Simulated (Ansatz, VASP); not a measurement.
# One calculation of SiMo3, two programs

```
Si Mo
1.0
     4.88900    0.00000    0.00000
     0.00000    4.88900    0.00000
     0.00000    0.00000    4.88900
Si Mo
2 6
Direct
  0.00000 0.00000 0.00000
  0.50000 0.50000 0.50000
  0.25000 0.00000 0.50000
  0.50000 0.75000 0.00000
  0.75000 0.00000 0.50000
  0.50000 0.25000 0.00000
  0.00000 0.50000 0.75000
  0.00000 0.50000 0.25000
```

Alike in both runs: task relaxation of cell and atoms; functional PBEsol; k mesh 7 × 7 × 7; occupations fermi-dirac, width 0.1 eV; no spin polarisation.

|  | VASP | Ansatz |
| --- | --- | --- |
| version | VASP 6.6.1 | Ansatz 0.2.0 |
| potentials or method | VASP PAW PBE potentials, release 64 (Si, Mo_sv), cutoff 600 eV | PAW plane waves |
| valence electrons in the cell | 92 | 92 |

Ansatz gave:

| Quantity | Value |
| --- | --- |
| gap on the k mesh at the Fermi level, each at its own relaxed structure (eV) | none |
| relaxed volume (Å³/atom) | 14.35 |
| relaxed cell length with the largest relative difference (Å) | 4.861 |

**Question.** Which values does VASP return?

**Answer.** gap on the k mesh at the Fermi level, each at its own relaxed structure (eV): none; relaxed volume (Å³/atom): 14.39; relaxed cell length with the largest relative difference (Å): 4.864.

VASP's potentials were made for PBE, not for PBEsol, and Ansatz warns of the same on its side. A gap of «none» marks a metal or a gap that the smearing closes.
